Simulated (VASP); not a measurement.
Set up this calculation in VASP 6.6.1, as the native input.

```
Task                   : single point
Functional             : PBEsol
Potentials or basis    : VASP PAW PBE potentials, release 64 (Fe)
Cutoff                 : 520 eV
k mesh                 : 24 × 24 × 24
Occupations            : fermi-dirac, width 0.08 eV
Spin                   : collinear spin, ferromagnetic start
Starting moments       : [3.0] μB
Dipole correction      : no
Further INCAR settings : ALGO = Normal; EDIFF = 1e-06; NBANDS = 14
```

The structure of Fe lies in POSCAR:

```
Fe
1.0
   -1.3933750065      1.3933750065      1.3933750065
    1.3933750065     -1.3933750065      1.3933750065
    1.3933750065      1.3933750065     -1.3933750065
Fe
1
Direct
    0.0000000000      0.0000000000      0.0000000000
```

The input as run:

INCAR

```
SYSTEM = Fe
PREC = Accurate
ENCUT = 520
EDIFF = 1E-6
ISMEAR = -1
SIGMA = 0.08
LREAL = .False.
LASPH = .True.
NELM = 150
ALGO = Normal
ISIF = 2
LWAVE = .False.
LCHARG = .False.
ISPIN = 2
MAGMOM = 3
LORBIT = 11
LMAXMIX = 4
GGA = PS
NBANDS = 14
```

KPOINTS

```
Automatic mesh
0
Gamma
  24 24 24
  0 0 0
```

Potentials or basis: VASP PAW PBE potentials, release 64 (Fe).

Launch:

```bash
$ cat potpaw_PBE.64/Fe/POTCAR > POTCAR
$ mpirun -np 1 vasp_std > vasp.out
```

It gave:

* Pressure: -0.2 GPa
* Net moment: 2.10 μB per cell
* Site moments: Fe +2.08 μB
* Valence electrons inside the program's atomic spheres: Fe 7.38

Caveat: the PAW data sets were made with another functional, which shifts forces and pressure a little.

Run time: 79 s on 1 thread of AMD EPYC 7R13 Processor (Zen 3) (shared host), peak memory 0.17 GiB.
